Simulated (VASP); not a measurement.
A run of VASP 6.6.1:

Contents of INCAR:

```
PREC = Accurate
ENCUT = 520
EDIFF = 1E-6
ISMEAR = -1
SIGMA = 0.05
LREAL = False
LASPH = True
NELM = 150
ALGO = Normal
ISIF = 2
LWAVE = False
LCHARG = True
ISPIN = 2
MAGMOM = 0.32 0.32
LORBIT = 11
NUPDOWN = 0.64
LMAXMIX = 4
GGA = PE
LELF = True
LVHAR = True
NBANDS = 21
```

KPOINTS

```
regular mesh
0
Gamma
  14 14 7
```

The input POSCAR:

```
Pd
1.0
    2.7836650458      0.0000000000      0.0000000000
   -1.3918325229      2.4107246453      0.0000000000
    0.0000000000      0.0000000000      4.6288930000
Pd
2
Direct
    0.6666666667      0.3333333333      0.7500000000
    0.3333333333      0.6666666667      0.2500000000
```

Potentials or basis: VASP PAW PBE potentials, release 64 (Pd).

The run is started by

```bash
$ cat potpaw_PBE.64/Pd/POTCAR > POTCAR
$ mpirun -np 1 vasp_std > vasp.out
```

Hardware: 1 thread of Intel(R) Xeon(R) Platinum 8488C (Sapphire Rapids), with other jobs on the host.

Estimate the wall time of this run.

It took 100 s on 1 thread of Intel(R) Xeon(R) Platinum 8488C (Sapphire Rapids), with other jobs on the host, peak memory 0.23 GiB. Counts: scf iterations 12, k points 96.
